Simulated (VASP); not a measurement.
# TiAl in VASP: a series of runs, part 2 of 2

VASP 6.6.1.

## (3) Single point, revPBE (last atom moved by 0.04 Å along z, cell strained by +1.0% along z)

Input file INCAR:

```
  ALGO = Normal
  EDIFF = 1E-8
  ENCUT = 720
  GGA = RE
  GGA_COMPAT = F
  ISIF = 2
  ISMEAR = -1
  KPAR = 2
  LASPH = T
  LCHARG = F
  LREAL = F
  LWAVE = F
  NBANDS = 28
  NELM = 120
  PREC = Accurate
  SIGMA = 0.02
```

Input file KPOINTS:

```
Automatic mesh
0
Gamma
  21 21 11
  0 0 0
```

Input file POSCAR:

```
TiAl
1.0
    2.8672622327      0.0000000000      0.0000000000
   -1.4336311163      2.4831219328      0.0000000000
    0.0000000000      0.0000000000      4.7248638300
Ti Al
1 1
Direct
    0.0000000000      0.0000000000      0.0000000000
    0.3333333300      0.6666666700      0.5085505100
```

Potentials or basis: VASP PAW PBE potentials, release 64 (Ti_sv, Al).

Launch:

```sh
$ cat potpaw_PBE.64/Ti_sv/POTCAR potpaw_PBE.64/Al/POTCAR > POTCAR
$ mpirun -np 2 vasp_std > vasp.out
```

Run time: 6.8 min. Hardware: 2 MPI ranks of Intel Xeon 6975P-C (Granite Rapids), shared host; peak memory 0.62 GiB.

It converged, with:

```yaml
Free_energy: -11.5618 eV
Pressure: 0.9 GPa
Largest_force: 0.270 eV/Å
Band_gap_on_the_k_mesh: zero (an odd number of electrons rules out a gap without spin polarisation)
```

Forces in eV/Å, atoms in the order of the input:
```
Ti   0.000  0.000  0.270
Al   0.000  0.000 -0.270
```

Stress tensor (GPa, compression positive):
```
 1.80  0.00  0.00
 0.00  1.80  0.00
 0.00  0.00 -0.97
```

Levels at points of the mesh, in eV from the Fermi level:
| k point | band 4 | band 5 | band 6 | band 7 | band 8 | band 9 | band 10 | band 11 | band 12 | band 13 |
| --- | --- | --- | --- | --- | --- | --- | --- | --- | --- | --- |
| (0.00, 0.00, 0.00) | -32.50 | -8.92 | -2.34 | -1.93 | 1.28 | 1.28 | 2.77 | 2.77 | 3.74 | 12.92 |

Caveat: the cell differs from its parent crystal (last atom moved by 0.04 Å along z, cell strained by +1.0% along z); the PAW data sets were made with another functional, which shifts forces and pressure a little.

## (4) Single point, rSCAN

Input file INCAR:

```
  ALGO = Normal
  EDIFF = 1E-6
  ENCUT = 440
  GGA_COMPAT = F
  ISIF = 2
  ISMEAR = 1
  LASPH = T
  LCHARG = F
  LMIXTAU = T
  LREAL = F
  LWAVE = F
  METAGGA = RSCAN
  NELM = 120
  PREC = Accurate
  SIGMA = 0.1
```

Input file KPOINTS:

```
k-points
0
Gamma
  13 13 7
```

Input file POSCAR:

```
TiAl
1.0
    2.8672622327      0.0000000000      0.0000000000
   -1.4336311163      2.4831219328      0.0000000000
    0.0000000000      0.0000000000      4.6780830000
Ti Al
1 1
Direct
    0.0000000000      0.0000000000      0.0000000000
    0.3333333333      0.6666666667      0.5000000000
```

Launch:

```sh
$ cat potpaw_PBE.64/Ti_sv/POTCAR potpaw_PBE.64/Al/POTCAR > POTCAR
$ mpirun -np 1 vasp_std > vasp.out
```

Run time: 64 s. Hardware: 1 thread of Intel Xeon Platinum 8488C (Sapphire Rapids), shared host; peak memory 0.15 GiB.

It converged, with:

```yaml
Free_energy: -26.2081 eV
Pressure: -1.2 GPa
Band_gap_on_the_k_mesh: zero (an odd number of electrons rules out a gap without spin polarisation)
```

Stress tensor (GPa, compression positive):
```
-0.60  0.00  0.00
 0.00 -0.60  0.00
 0.00  0.00 -2.27
```

Levels at points of the mesh, in eV from the Fermi level:
| k point | band 5 | band 6 | band 7 | band 8 | band 9 | band 10 |
| --- | --- | --- | --- | --- | --- | --- |
| (0.00, 0.00, 0.00) | -9.43 | -2.41 | -2.07 | 1.40 | 1.40 | 3.02 |

Caveat: the PAW data sets were made with another functional, which shifts forces and pressure a little.

## (5) Single point, HSE06

This run uses another cell than the first one, of 15.65 Å³/atom.

Input file POSCAR:

```
TiAl
1.0
    2.8087302532      0.0000000000      0.0000000000
   -1.4043651265      2.4324317516      0.0000000000
    0.0000000000      0.0000000000      4.5825851222
Ti Al
1 1
Direct
    0.0000000000      0.0000000000      0.0000000000
    0.3333333333      0.6666666667      0.5000000000
```

Input file INCAR.step1:

```
PREC = Accurate
ENCUT = 520
EDIFF = 1E-5
ISMEAR = -1
SIGMA = 0.05
LREAL = F
LASPH = T
NELM = 80
ALGO = Normal
ISIF = 2
LWAVE = T
LCHARG = F
GGA = PE
NBANDS = 14
```

Input file INCAR.step2:

```
PREC = Accurate
ENCUT = 520
EDIFF = 1E-6
ISMEAR = -1
SIGMA = 0.05
LREAL = F
LASPH = T
NELM = 80
ALGO = Normal
ISIF = 2
LWAVE = F
LCHARG = F
GGA = PE
LHFCALC = T
HFSCREEN = 0.2079
PRECFOCK = Normal
ISTART = 1
NBANDS = 14
```

Input file KPOINTS:

```
regular mesh
0
Gamma
  6 6 4
```

Potentials or basis: VASP PAW PBE potentials, release 64 (Ti_sv, Al).

Launch:

```sh
$ cat potpaw_PBE.64/Ti_sv/POTCAR potpaw_PBE.64/Al/POTCAR > POTCAR
$ cp INCAR.step1 INCAR
$ mpirun -np 1 vasp_std > vasp.out
$ cp INCAR.step2 INCAR
$ mpirun -np 1 vasp_std > vasp.out
```

OUTCAR:

```text
PREC = Accurate
   ENCUT = 520
   EDIFF = 1E-6
   ISMEAR = -1
   LREAL = F
   LASPH = T
   NELM = 80
   ISIF = 2
   GGA = PE
   LHFCALC = T
   HFSCREEN = 0.2079
   PRECFOCK = Normal
   ISTART = 1

 ion  position               nearest neighbor table
   1  0.000  0.000  0.000-   2 2.81   2 2.81   2 2.81   2 2.81   2 2.81   2 2.81
   2  0.333  0.667  0.500-   1 2.81   1 2.81   1 2.81   1 2.81   1 2.81   1 2.81

  LATTYP: Found a hexagonal cell.
 ALAT       =     2.8087302532
 C/A-ratio  =     1.6315504549

  Lattice vectors:

 A1 = (   2.8087302532,   0.0000000000,   0.0000000000)
 A2 = (  -1.4043651265,   2.4324317516,   0.0000000000)
 A3 = (   0.0000000000,   0.0000000000,   4.5825851222)

Analysis of symmetry for initial positions (statically):
=====================================================================
 Subroutine PRICEL returns:
 Original cell was already a primitive cell.

 Routine SETGRP: Setting up the symmetry group for a
 hexagonal supercell.

 Subroutine GETGRP returns: Found 12 space group operations
[... 179 lines left out ...]
      2     -27.4728      2.00000
      3     -27.0084      2.00000
      4     -27.0084      2.00000
      5      -2.1444      2.00000
      6       5.3467      2.00000
      7       6.0266      2.00000
      8      10.4499      0.00000
      9      10.4499      0.00000
     10      12.4125      0.00000
     11      12.4125      0.00000
     12      13.3641      0.00000
     13      22.9904      0.00000
     14      22.9904      0.00000
[... 326 lines left out ...]
      1     -52.6733      2.00000
      2     -27.5422      2.00000
      3     -27.5280      2.00000
      4     -27.3142      2.00000
      5       6.1397      2.00000
      6       6.2896      2.00000
      7       7.4133      2.00000
      8       7.5772      2.00000
      9       8.2985      1.84948
     10      10.1855      0.00000
     11      12.7903      0.00000
     12      14.3306      0.00000
     13      15.0881      0.00000
     14      15.7106      0.00000

------------------------ aborting loop because EDIFF is reached ----------------------------------------

  FORCE on cell =-STRESS in cart. coord.  units (eV):
  Direction    XX          YY          ZZ          XY          YZ          ZX
  --------------------------------------------------------------------------------------
  -------------------------------------------------------------------------------------
  Total        1.2911098      1.2911098      1.1276101      0.0000000      0.0000000      0.0000000
  in kB       66.0712486     66.0712486     57.7043180      0.0000000      0.0000000      0.0000000
  external PRESSURE =      63.2822717 kB  Pullay stress =       0.0000000 kB

 VOLUME and BASIS-vectors are now :
 -----------------------------------------------------------------------------
  energy-cutoff  :      520.00
  volume of cell :       31.31
      direct lattice vectors                 reciprocal lattice vectors
     2.808730253  0.000000000  0.000000000     0.356032766  0.205555613  0.000000000
    -1.404365126  2.432431752  0.000000000     0.000000000  0.411111226  0.000000000
     0.000000000  0.000000000  4.582585122     0.000000000  0.000000000  0.218217441

 POSITION                                       TOTAL-FORCE (eV/Angst)
 -----------------------------------------------------------------------------------
      0.00000      0.00000      0.00000        -0.000000      0.000000      0.000000
     -0.00000      1.62162      2.29129         0.000000      0.000000      0.000000
 -----------------------------------------------------------------------------------
    total drift:                                0.000000     -0.000000     -0.000009

  FREE ENERGIE OF THE ION-ELECTRON SYSTEM (eV)
  ---------------------------------------------------
  free  energy   TOTEN  =       -14.1025904258 eV

  energy  without entropy=      -14.0879466387  energy(sigma->0) =      -14.09526853
```

OUTCAR.step1:

```text
PREC = Accurate
   ENCUT = 520
   EDIFF = 1E-5
   ISMEAR = -1
   LREAL = F
[... 574 lines left out ...]
      0.00000      0.00000      0.00000         0.000000     -0.000000      0.000000
     -0.00000      1.62162      2.29129        -0.000000      0.000000      0.000000
 -----------------------------------------------------------------------------------
    total drift:                                0.000000     -0.000000      0.000000

  FREE ENERGIE OF THE ION-ELECTRON SYSTEM (eV)
  ---------------------------------------------------
  free  energy   TOTEN  =       -12.0578591497 eV

  energy  without entropy=      -12.0288547170  energy(sigma->0) =      -12.04335693
```

Wall time 24 min (1 thread of Intel Xeon Platinum 8259CL at 2.50GHz (Skylake/Cascade Lake), shared host); peak memory 0.27 GiB.

What came out:

```
Free energy            : -14.1026 eV
Pressure               : 6.3 GPa
Band gap on the k mesh : zero (an odd number of electrons rules out a gap without spin polarisation)
```

Caveat: the k points lie up to 0.43 Å⁻¹ apart, too coarse for converged energies and pressures of a metal; the PAW data sets were made with another functional, which shifts forces and pressure a little.

## (6) Overview

```tsv
level	cell	k mesh	cutoff (eV)	smearing	dipole correction	grid for exact exchange (PRECFOCK)	share of exact exchange	tolerance level	purpose	gap on the mesh (eV)	pressure (GPa)
PBE0	a = 2.867, b = 2.867, c = 4.678 Å, angles 90.0, 90.0, 120.0°, 2 atoms, atomic positions A	6 × 6 × 4	520	fermi-dirac 0.05 eV	no	Normal	0.25	-	-	none	-2.1
revPBE	a = 2.867, b = 2.867, c = 4.725 Å, angles 90.0, 90.0, 120.0°, 2 atoms, atomic positions B	21 × 21 × 11	720	fermi-dirac 0.02 eV	-	-	-	standard	all	none	0.9
rSCAN	a = 2.867, b = 2.867, c = 4.678 Å, angles 90.0, 90.0, 120.0°, 2 atoms, atomic positions A	13 × 13 × 7	440	methfessel-paxton 0.1 eV	-	-	-	tight	restart	none	-1.2
HSE06	a = 2.809, b = 2.809, c = 4.583 Å, angles 90.0, 90.0, 120.0°, 2 atoms, atomic positions A	6 × 6 × 4	520	fermi-dirac 0.05 eV	no	Normal	0.25	-	-	none	6.3
```

Alike in all rows: task single point; potentials or basis VASP PAW PBE potentials, release 64 (Ti_sv, Al); no spin polarisation.

Caveats: some runs use coarse meshes; the PAW data sets were made with another functional, which shifts forces and pressure a little.

Absolute energies hang on the potentials; compare differences alone.
